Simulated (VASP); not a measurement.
# Mo3Ru (P-6m2) in VASP: further runs

The runs below take Mo3Ru through relaxation of cell and atoms, single point, with PBE.

Everything below comes from runs of VASP 6.6.1. Logs are shortened: lines on timing, memory, paths and dates and some standing lists are left out, and cuts for length are marked.

**1. The cell of the first run**

Symmetry: P-6m2, No. 187, hexagonal system. The conventional cell has a = 3.237 Å, b = 3.237 Å, c = 7.421 Å, α = 90.00°, β = 90.00°, γ = 120.00°. Mo (site symmetry 3m) has 3 Ru at 2.63 Å and 9 Mo at 2.63 to 3.24 Å within 3.5 Å. Mo (site symmetry -6m2) has 12 Mo at 2.63 to 3.24 Å within 3.5 Å. Ru (site symmetry -6m2) has 6 Mo at 2.63 Å and 6 Ru at 3.24 Å within 3.5 Å.

**2. Relaxation of cell and atoms, PBE**

Contents of INCAR:

```
PREC     = Accurate       # precision mode
ENCUT    = 600            # plane-wave cutoff, eV
EDIFF    = 1E-7           # SCF threshold, eV
ISMEAR   = 0              # smearing method
SIGMA    = 0.1            # smearing width, eV
LREAL    = F              # projectors in reciprocal space
LASPH    = T              # aspherical terms in the spheres
NELM     = 80             # most SCF steps
ALGO     = Fast           # electronic algorithm
ISIF     = 3              # what is computed and relaxed
LWAVE    = F              # write WAVECAR
LCHARG   = F              # write CHGCAR
GGA      = PE             # functional
IBRION   = 2              # ionic algorithm
NSW      = 90             # ionic steps
EDIFFG   = -0.04          # ionic threshold
```

Contents of KPOINTS:

```
regular mesh
0
Gamma
  6 6 4
```

Contents of POSCAR:

```
Mo3Ru
1.0
    3.2371139500      0.0000000000      0.0000000000
   -1.6185569700      2.8034229100      0.0000000000
    0.0000000000      0.0000000000      7.4205013400
Mo Ru
3 1
Direct
    0.3333333300      0.6666666700      0.7500000000
    0.3333333300      0.6666666700      0.2500000000
    0.6666666700      0.3333333300      0.0000000000
    0.6666666700      0.3333333300      0.5000000000
```

Potentials or basis: VASP PAW PBE potentials, release 64 (Mo_sv, Ru_pv).

Command:

```bash
$ cat potpaw_PBE.64/Mo_sv/POTCAR potpaw_PBE.64/Ru_pv/POTCAR > POTCAR
$ mpirun -np 1 vasp_std > vasp.out
```

OUTCAR:

```text
PREC = Accurate
   ENCUT = 600
   EDIFF = 1E-7
   ISMEAR = 0
   LREAL = F
   LASPH = T
   NELM = 80
   ISIF = 3
   GGA = PE
   IBRION = 2
   NSW = 90
   EDIFFG = -0.04

 ion  position               nearest neighbor table
   1  0.333  0.667  0.750-   3 2.63   4 2.63   3 2.63   4 2.63   3 2.63   4 2.63
   2  0.333  0.667  0.250-   3 2.63   4 2.63   3 2.63   4 2.63   3 2.63   4 2.63
   3  0.667  0.333  0.000-   1 2.63   2 2.63   1 2.63   2 2.63   1 2.63   2 2.63
   4  0.667  0.333  0.500-   1 2.63   2 2.63   1 2.63   2 2.63   1 2.63   2 2.63

  LATTYP: Found a hexagonal cell.
 ALAT       =     3.2371139500
 C/A-ratio  =     2.2923200896

  Lattice vectors:

 A1 = (   3.2371139500,   0.0000000000,   0.0000000000)
 A2 = (  -1.6185569700,   2.8034229100,   0.0000000000)
 A3 = (   0.0000000000,   0.0000000000,   7.4205013400)

Analysis of symmetry for initial positions (statically):
=====================================================================
 Subroutine PRICEL returns:
 Original cell was already a primitive cell.

 Routine SETGRP: Setting up the symmetry group for a
 hexagonal supercell.

 Subroutine GETGRP returns: Found 12 space group operations
 (whereof 12 operations were pure point group operations)
 out of a pool of 24 trial point group operations.

The static configuration has the point symmetry D_3h.

Analysis of symmetry for dynamics (positions and initial velocities):
=====================================================================
 Subroutine PRICEL returns:
 Original cell was already a primitive cell.

 Routine SETGRP: Setting up the symmetry group for a
 hexagonal supercell.

 Subroutine GETGRP returns: Found 12 space group operations
 (whereof 12 operations were pure point group operations)
 out of a pool of 24 trial point group operations.

The dynamic configuration has the point symmetry D_3h.

 Subroutine INISYM returns: Found 12 space group operations
 (whereof 12 operations are pure point group operations),
 and found     1 'primitive' translations

----------------------------------------------------------------------------------------

                                     Primitive cell

  volume of cell :      67.3410

  direct lattice vectors                    reciprocal lattice vectors
     3.237113950  0.000000000  0.000000000     0.308917145  0.178353397  0.000000000
    -1.618556970  2.803422910  0.000000000     0.000000000  0.356706795  0.000000000
[... 88 lines left out ...]
   NSW    =     90    number of steps for IOM
   IBRION =      2    ionic relax: 0-MD 1-quasi-New 2-CG
   NFREE  =      1    steps in history (QN), initial steepest desc. (CG)
   ISIF   =      3    stress and relaxation
   ISYM   =      2    0-nonsym 1-usesym 2-fastsym
   POTIM  = 0.5000    time-step for ionic-motion
   TEBEG  =    0.0;   TEEND  =   0.0 temperature during run
   PSTRESS=    0.0 pullay stress
   NELECT =      56.0000    total number of electrons
   NUPDOWN=      -1.0000    fix difference up-down
   EMIN   =  10.00;   EMAX   =-10.00  energy-range for DOS
   EFERMI =   0.00;   METHOD = LEGACY
   ISMEAR =     0;   SIGMA  =   0.10  broadening in eV -4-tet -1-fermi 0-gaus
   EFERMI_NEDOS =   21; number of points for ismear=-14 and -15
   IALGO  =     68    algorithm
   IMIX   =      4    mixing-type and parameters
     AMIX     =   0.40;   BMIX     =  1.00
     AMIX_MAG =   1.60;   BMIX_MAG =  1.00
  volume/ion in A,a.u.               =      16.84       113.61
  Fermi-wavevector in a.u.,A,eV,Ry     =   1.539492  2.909219 32.246310  2.370037
  Thomas-Fermi vector in A             =   2.645713
   LORBIT       =      0    0 simple, 1 ext, 2 COOP (PROOUT), +10 PAW based schemes
   GGA     = PE    functional components
   LHFCALC =     F    Hartree Fock is set to
   AEXX    =    0.0000 exact exchange contribution
   IVDW    =     0    specifies the selected vdW correction
   LEPSILON=     F    determine dielectric tensor
   LRPA    =     F    only Hartree local field effects (RPA)
 conjugate gradient relaxation of ions
 non-spin polarized calculation
 RMM-DIIS sequential band-by-band and
 Gauss-broadening in eV      SIGMA  =   0.10
  energy-cutoff  :      600.00
  volume of cell :       67.34
 maximum number of plane-waves:      2298
 NGX is ok and might be reduce to    28
   NGX = 13   NGY = 13   NGZ = 29

--------------------------------------- Ionic step        1  -------------------------------------------

 number of electron      56.0000002 magnetization

 Free energy of the ion-electron system (eV)
  ---------------------------------------------------
  ext. energy  EPLUGINS =         0.00000000
  ---------------------------------------------------
  free energy    TOTEN  =       -39.45059006 eV

  energy without entropy =      -39.42054282  energy(sigma->0) =      -39.43556644

------------------------ aborting loop because EDIFF is reached ----------------------------------------

  FORCE on cell =-STRESS in cart. coord.  units (eV):
  Direction    XX          YY          ZZ          XY          YZ          ZX
  --------------------------------------------------------------------------------------
  -------------------------------------------------------------------------------------
  Total       -5.2068964     -5.2068964      2.6014079     -0.0000000     -0.0000000     -0.0000000
  in kB     -123.8824166   -123.8824161     61.8926661     -0.0000002     -0.0000000     -0.0000000
  external PRESSURE =     -61.9573889 kB  Pullay stress =       0.0000000 kB
[... 95 lines left out ...]
  FREE ENERGIE OF THE ION-ELECTRON SYSTEM (eV)
  ---------------------------------------------------
  free  energy   TOTEN  =       -40.0087166635 eV

  energy  without entropy=      -39.9884218820  energy(sigma->0) =      -39.99856927

[... ionic steps 4 to 18 ...]

--------------------------------------- Ionic step       19  -------------------------------------------

 number of electron      56.0000006 magnetization

------------------------ aborting loop because EDIFF is reached ----------------------------------------
[... 71 lines left out ...]
--------------------------------------- Ionic step       21  -------------------------------------------

 number of electron      56.0000006 magnetization

 Free energy of the ion-electron system (eV)
  ---------------------------------------------------
  ext. energy  EPLUGINS =         0.00000000
  ---------------------------------------------------
  free energy    TOTEN  =       -40.99710966 eV

  energy without entropy =      -40.97655338  energy(sigma->0) =      -40.98683152

 E-fermi :  12.0527     XC(G=0): -13.4093

 val. band max:       12.0257039873   @ k =   0.5000  -0.0000   0.5000
 cond. band min:      12.0996553026   @ k =   0.3333   0.0000   0.2500
 fundamental gap:      0.0739513153
 Fermi energy:        12.0526997179

 k-point     1 :       0.0000    0.0000    0.0000
  band No.  band energies     occupation
      1     -48.8668      2.00000
      2     -48.8316      2.00000
      3     -48.7467      2.00000
      4     -30.5885      2.00000
      5     -30.2568      2.00000
      6     -30.2568      2.00000
[... 776 lines left out ...]
  FREE ENERGIE OF THE ION-ELECTRON SYSTEM (eV)
  ---------------------------------------------------
  free  energy   TOTEN  =       -40.9971096628 eV

  energy  without entropy=      -40.9765533758  energy(sigma->0) =      -40.98683152

 reached required accuracy - stopping structural energy minimisation
```

OSZICAR:

```text
N       E                     dE             d eps       ncg     rms          rms(c)
DAV:   1     0.740510120668E+03    0.74051E+03   -0.38071E+04  1386   0.199E+03
DAV:   2    -0.137317252047E+02   -0.75424E+03   -0.74540E+03  1522   0.585E+02
DAV:   3    -0.410893596252E+02   -0.27358E+02   -0.26895E+02  1914   0.102E+02
[... 366 lines left out ...]
RMM:   7    -0.409971081927E+02    0.48205E-05   -0.51322E-05  1453   0.465E-02    0.500E-03
RMM:   8    -0.409971095411E+02   -0.13484E-05   -0.14330E-05  1742   0.166E-02    0.441E-03
RMM:   9    -0.409971095021E+02    0.39005E-07   -0.14909E-06  1261   0.663E-03    0.364E-03
RMM:  10    -0.409971097776E+02   -0.27541E-06   -0.57927E-07  1056   0.503E-03    0.101E-03
RMM:  11    -0.409971096408E+02    0.13679E-06   -0.12961E-07   800   0.180E-03    0.450E-04
RMM:  12    -0.409971096628E+02   -0.22066E-07   -0.46120E-08   584   0.911E-04
  21 F= -.40997110E+02 E0= -.40986832E+02  d E =-.724448E-03
```

CONTCAR:

```text
Mo3Ru
   1.00000000000000
     2.7715477299505791   -0.0000000009340519   -0.0000000000000000
    -1.3857738615033088    2.4002307393987241    0.0000000000000000
    -0.0000000000000000   -0.0000000000000000    9.2927263238960904
  Mo              Ru
     3     1
Direct
     0.3333333300000021    0.6666666699999979    0.7375734421689983
     0.3333333300000021    0.6666666699999979    0.2624265578310014
     0.6666666699999979    0.3333333300000021    0.0000000000000000
     0.6666666699999979    0.3333333300000021    0.5000000000000000

  0.00000000E+00  0.00000000E+00  0.00000000E+00
  0.00000000E+00  0.00000000E+00  0.00000000E+00
  0.00000000E+00  0.00000000E+00  0.00000000E+00
  0.00000000E+00  0.00000000E+00  0.00000000E+00
```

Wall time 13 min (1 thread of Intel Xeon 6975P-C (Granite Rapids), shared host); peak memory 0.24 GiB.

Results:

| Property | Result |
| --- | --- |
| Free energy | -40.9971 eV |
| Relaxed volume | 15.45 Å³/atom |
| Relaxed cell | a = 2.772 Å, b = 2.772 Å, c = 9.293 Å, α = 90.00°, β = 90.00°, γ = 120.00° |
| Space group after relaxing (to 0.1 Å) | P-6m2 (No. 187) |
| Energy gained by relaxing | 386.6 meV/atom |
| Ionic steps | 21 |
| Pressure after relaxing | 0.0 GPa |
| Band gap on the k mesh | zero (bands 28 and 29 overlap by 1.93 eV) |

Step by step:
```csv
step,energy change (eV),largest force (eV/Å),pressure (GPa),volume (Å³)
1,0.0000,0.1050,-6.20,67.34
2,-0.5417,0.0086,11.43,61.00
3,-0.5581,0.2481,21.93,58.50
4,-0.5749,0.1681,18.12,59.35
5,-0.7268,0.3251,18.10,59.01
6,-0.9194,0.6616,19.58,58.09
7,-0.7570,1.9573,32.64,55.69
8,-1.1234,1.6423,15.77,58.61
9,-1.1456,1.5387,12.06,59.40
10,-1.3083,1.4051,6.47,60.40
11,-1.4410,1.0856,-2.21,62.22
12,-1.4424,1.0554,-3.06,62.43
13,-1.4732,0.8872,-1.60,62.05
14,-1.5035,0.4024,2.63,61.09
15,-1.5259,0.1423,0.96,61.52
16,-1.5323,0.0882,-0.45,61.92
17,-1.5442,0.0469,0.23,61.76
18,-1.5457,0.0189,1.06,61.57
19,-1.5458,0.0246,0.88,61.61
20,-1.5463,0.0099,-0.41,61.92
21,-1.5465,0.0012,0.01,61.82
```

Final structure:
```xyz
4
Lattice="2.7715 0.0000 0.0000 -1.3858 2.4002 0.0000 0.0000 0.0000 9.2927" Properties=species:S:1:pos:R:3 pbc="T T T"
Mo    0.0000    1.6002    6.8541
Mo    0.0000    1.6002    2.4387
Mo    1.3858    0.8001    0.0000
Ru    1.3858    0.8001    4.6464
```

Caveat: the k points lie up to 0.44 Å⁻¹ apart in the final cell, too coarse for converged energies and pressures of a metal; a cell axis changed by over 15 % at a fixed basis, so the end point is rough.

**3. Single point, PBE**

This run uses another cell than the first one, of 15.45 Å³/atom.

Contents of INCAR:

```
PREC = Accurate
ENCUT = 520
EDIFF = 1E-6
ISMEAR = 0
SIGMA = 0.1
LREAL = False
LASPH = True
NELM = 80
ALGO = Fast
ISIF = 2
LWAVE = False
LCHARG = False
GGA = PE
NBANDS = 36
```

Contents of KPOINTS:

```
regular mesh
0
Gamma
  18 18 6
```

Contents of POSCAR:

```
Mo3Ru
1.0
    2.7654173688      0.0000000000      0.0000000000
   -1.3827086844      2.3949216934      0.0000000000
    0.0000000000      0.0000000000      9.3297816948
Mo Ru
3 1
Direct
    0.3333333333      0.6666666667      0.7371500552
    0.3333333333      0.6666666667      0.2628499448
    0.6666666667      0.3333333333      0.0000000000
    0.6666666667      0.3333333333      0.5000000000
```

Potentials or basis: VASP PAW PBE potentials, release 64 (Mo_sv, Ru_pv).

Command:

```bash
$ cat potpaw_PBE.64/Mo_sv/POTCAR potpaw_PBE.64/Ru_pv/POTCAR > POTCAR
$ mpirun -np 1 vasp_std > vasp.out
```

Wall time 2.8 min (1 thread of Intel Xeon 6975P-C (Granite Rapids), shared host); peak memory 0.39 GiB.

Results (log left out):

```yaml
Free_energy: -41.0730 eV
Pressure: 0.4 GPa
Band_gap_on_the_k_mesh: zero (bands 28 and 29 overlap by 2.18 eV)
```

Levels at points of the mesh, in eV from the Fermi level:
```csv
k point,band 26,band 27,band 28,band 29,band 30,band 31
"(0.00, 0.00, 0.00)",-1.15,-0.64,-0.64,-0.23,-0.23,0.37
"(0.50, 0.00, 0.00)",-0.38,0.65,1.08,1.36,1.83,1.85
"(0.00, 0.00, 0.50)",-0.61,-0.49,-0.49,-0.43,-0.43,0.13
"(0.50, 0.00, 0.50)",-0.01,0.03,1.52,1.74,1.97,2.46
```
